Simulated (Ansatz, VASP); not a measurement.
## Two plane-wave programs on HC12

```
C H
1.0
     4.93116    0.00000    0.00000
     0.00000    4.00987    0.00000
     0.00000    0.00000   21.60142
C H
12 1
Cartesian
  1.2328 1.5145 4.0000
  3.6984 1.5145 4.0000
  0.0000 1.8930 4.6020
  2.4656 1.8930 4.6020
  0.0000 2.6503 5.8068
  2.4656 2.6503 5.8068
  1.2328 3.0089 6.3993
  3.6984 3.0089 6.3993
  1.2328 3.7745 7.6744
  3.6984 3.7745 7.6744
  0.0000 0.0940 8.2014
  2.4656 0.0940 8.2014
  0.4109 0.0940 11.0014
```

Alike in both runs: task single point; functional PBE; dispersion D3(BJ); k mesh 6 × 7 × 1; occupations gaussian, width 0.05 eV; collinear spin.

```csv
,VASP,Ansatz
version,VASP 6.6.1,Ansatz 0.2.0
potentials or method,"VASP PAW PBE potentials, release 64 (C, H), cutoff 520 eV","scalar-relativistic, plane waves, PAW"
valence electrons in the cell,49,49
```

VASP gave:

- rms of the force components (eV/Å): 0.860
- net moment per atom (μB): 0.13
- size of the moment on the site where the two differ most (μB): 0.36
- work function, face that differs most (eV): 6.10

**Question.** Estimate Ansatz's values.

**Answer.** rms of the force components (eV/Å): 1.066; net moment per atom (μB): 0.08; size of the moment on the site where the two differ most (μB): 0.80; work function, face that differs most (eV): 4.97.

Site moments also hang on the region over which each program counts them. Atom by atom the forces differ by 0.384 eV/Å (rms over components).
